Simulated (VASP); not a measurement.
A run of VASP 6.6.1:

The input POSCAR:

```
RbCaH3
1.0
    4.5170730901      0.0000000000      0.0000000000
    0.0000000000      4.5170730901      0.0000000000
    0.0000000000      0.0000000000      4.5170730901
Rb Ca H
1 1 3
Direct
    0.0000000000      0.0000000000      0.0000000000
    0.5000000000      0.5000000000      0.5000000000
    0.0000000000      0.5000000000      0.5000000000
    0.5000000000      0.0000000000      0.5000000000
    0.5000000000      0.5000000000      0.0000000000
```

File INCAR.step1:

```
ALGO = Normal ; EDIFF = 1E-4
ENCUT = 520 ; GGA = PE
ISMEAR = 0 ; LASPH = T
LCHARG = F ; LREAL = F
LWAVE = T ; NBANDS = 19
NELM = 60 ; PREC = Accurate
SIGMA = 0.02
```

Contents of INCAR.step2:

```
ALGO = Normal ; EDIFF = 1E-6
ENCUT = 520 ; ISIF = 2
ISMEAR = 0 ; ISTART = 1
LASPH = T ; LCHARG = F
LMIXTAU = T ; LREAL = F
LWAVE = F ; METAGGA = R2SCAN
NBANDS = 19 ; NELM = 60
PREC = Accurate ; SIGMA = 0.02
```

KPOINTS

```
k-points
0
Gamma
  6 6 6
```

Potentials or basis: VASP PAW PBE potentials, release 64 (Rb_sv, Ca_sv, H).

Launch:

```console
$ cat potpaw_PBE.64/Rb_sv/POTCAR potpaw_PBE.64/Ca_sv/POTCAR potpaw_PBE.64/H/POTCAR > POTCAR
$ cp INCAR.step1 INCAR
$ mpirun -np 1 vasp_std > vasp.out
$ cp INCAR.step2 INCAR
$ mpirun -np 1 vasp_std > vasp.out
```

Hardware: 1 thread of Intel(R) Xeon(R) 6975P-C (Granite Rapids), with other jobs on the host.

**Question.** Estimate the wall time of this run.

**Answer.** It took 48 s on 1 thread of Intel(R) Xeon(R) 6975P-C (Granite Rapids) (shared host), peak memory 0.23 GiB. Counts: k points 20.
